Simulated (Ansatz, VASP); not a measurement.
Two plane-wave programs on BC2

```
CELL_PARAMETERS angstrom
2.99776 0.00000 0.00000
0.00000 2.99776 0.00000
0.00000 0.00000 3.26802
ATOMIC_POSITIONS crystal
B 0.50000 0.50000 0.75000
B 0.50000 0.50000 0.25000
C 0.50000 0.00000 0.70730
C 0.00000 0.50000 0.79270
C 0.00000 0.50000 0.20730
C 0.50000 0.00000 0.29270
```

Alike in both runs: task single point; functional PBE; k mesh 6 × 6 × 6; occupations gaussian, width 0.1 eV; no spin polarisation.

|  | VASP | Ansatz |
| --- | --- | --- |
| version | VASP 6.6.1 | Ansatz 0.2.0 |
| potentials or method | VASP PAW PBE potentials, release 64 (B, C), cutoff 520 eV | scalar-relativistic, plane waves, PAW |
| valence electrons in the cell | 22 | 22 |

Ansatz gave:

```
gap on the k mesh at the Fermi level (eV) : none
rms of the force components (eV/Å)        : 0.166
```

Question: Which values does VASP return?

Answer: gap on the k mesh at the Fermi level (eV): none; rms of the force components (eV/Å): 0.126.

Atom by atom the forces differ by 0.040 eV/Å (rms over components). A gap of «none» marks a metal or a gap that the smearing closes.
